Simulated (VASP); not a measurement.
Write the native input for VASP 6.6.1 that does the following.

| Item | Value |
| --- | --- |
| Task | single point |
| Functional | PBEsol |
| Potentials or basis | VASP PAW PBE potentials, release 64 (C) |
| Cutoff | 520 eV |
| k mesh | 7 × 7 × 27 |
| Occupations | fermi-dirac, width 0.1 eV |
| Spin | no spin polarisation |
| Dipole correction | no |
| Further INCAR settings | ALGO = Normal; EDIFF = 1e-07; NBANDS = 13 |

The structure of C lies in POSCAR:

```
C
1.0
    5.7592694380      0.0000000000      0.0000000000
   -2.8796347190      4.9876736405      0.0000000000
    0.0000000000      0.0000000000      1.2475854295
C
3
Direct
    1.0000000000      0.0000000000      0.0000000000
    0.3333333333      0.6666666667      0.5000000000
    0.6666666667      0.3333333333      0.5000000000
```

This cell differs from its parent crystal: volume scaled by 0.92.

The input as run:

INCAR

```
SYSTEM = C
ALGO = Normal
EDIFF = 1E-7
ENCUT = 520
GGA = PS
ISIF = 2
ISMEAR = -1
LASPH = .TRUE.
LCHARG = .FALSE.
LREAL = .FALSE.
LWAVE = .FALSE.
NBANDS = 13
NELM = 80
PREC = Accurate
SIGMA = 0.1
```

KPOINTS

```
k-points
0
G
  7 7 27
  0 0 0
```

Potentials or basis: VASP PAW PBE potentials, release 64 (C).

Run with:

```bash
$ cat potpaw_PBE.64/C/POTCAR > POTCAR
$ mpirun -np 1 vasp_std > vasp.out
```

It gave:

The pressure is 17.0 GPa and the band gap on the k mesh is zero (band 6 reaches 11.87 eV, above the bottom of band 7 at -4.76 eV).

Caveat: the PAW data sets were made with another functional, which shifts forces and pressure a little.

Run time: 31 s on 1 thread of Intel Xeon 6975P-C (shared host), peak memory 0.18 GiB.
